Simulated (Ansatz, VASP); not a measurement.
One calculation of MnS, two programs

INCAR

```
PREC = Accurate
ENCUT = 520
EDIFF = 1E-8
ISMEAR = -1
SIGMA = 0.05
LREAL = F
LASPH = T
NELM = 150
ALGO = Normal
ISIF = 2
LWAVE = F
LCHARG = F
ISPIN = 2
MAGMOM = 4 0
LORBIT = 11
LMAXMIX = 4
GGA = PE
LEFG = T
NBANDS = 20
```

The input KPOINTS:

```
regular mesh
0
Gamma
  12 12 12
```

POSCAR

```
MnS
1.0
    0.0000000000      2.8750123589      2.8750123589
    2.8750123589      0.0000000000      2.8750123589
    2.8750123589      2.8750123589      0.0000000000
Mn S
1 1
Direct
    0.0000000000      0.0000000000      0.0000000000
    0.2500000000      0.2500000000      0.2500000000
```

Input for Ansatz:

```yaml
crystal:
  lattice:
    - [0.0, 2.8750123589, 2.8750123589]
    - [2.8750123589, 0.0, 2.8750123589]
    - [2.8750123589, 2.8750123589, 0.0]
  atoms:
    - { symbol: Mn, position: [0.0, 0.0, 0.0], spin: 4.0 }
    - { symbol: S, position: [0.25, 0.25, 0.25] }
magnetization:
  spin_polarized: true
kpoints:
  mp_grid: { grid: [12, 12, 12] }
scf:
  occupations: { method: fermi_dirac, width: 0.05 }
hamiltonian:
  xc: pbe
  pseudopotentials: { kind: paw }
output:
  forces: true
  stress: true
  eigenvalues: true
  efg: { contact_densities: true }
  write_density: true
  write_potential: true
  elf: true
  volumetric_format: npy
```

Change from the starting cell: volume scaled by 1.06, PAW files.

Alike in both runs: task electric field gradients; functional PBE; k mesh 12 × 12 × 12; occupations fermi-dirac, width 0.05 eV; collinear spin.

```csv
,VASP,Ansatz
version,VASP 6.6.1,Ansatz 0.2.0
potentials or method,"VASP PAW PBE potentials, release 64 (Mn_pv, S)","PAW with Ansatz's default frozen-core files, scalar-relativistic"
plane-wave cutoff (eV),520,420
valence electrons in the cell,19,21
```

```csv
,VASP,Ansatz,Ansatz less VASP
pressure (GPa),-2.9,-2.9,-0.02
net moment per atom (μB),2.50,2.50,0.000
size of the moment on the site where the two differ most (μB),4.40,4.28,-0.125
```

Site moments also hang on the region over which each program counts them. VASP's potentials hold 19 valence electrons a cell and Ansatz's 21, so a difference there can come from the potentials and not from the codes.
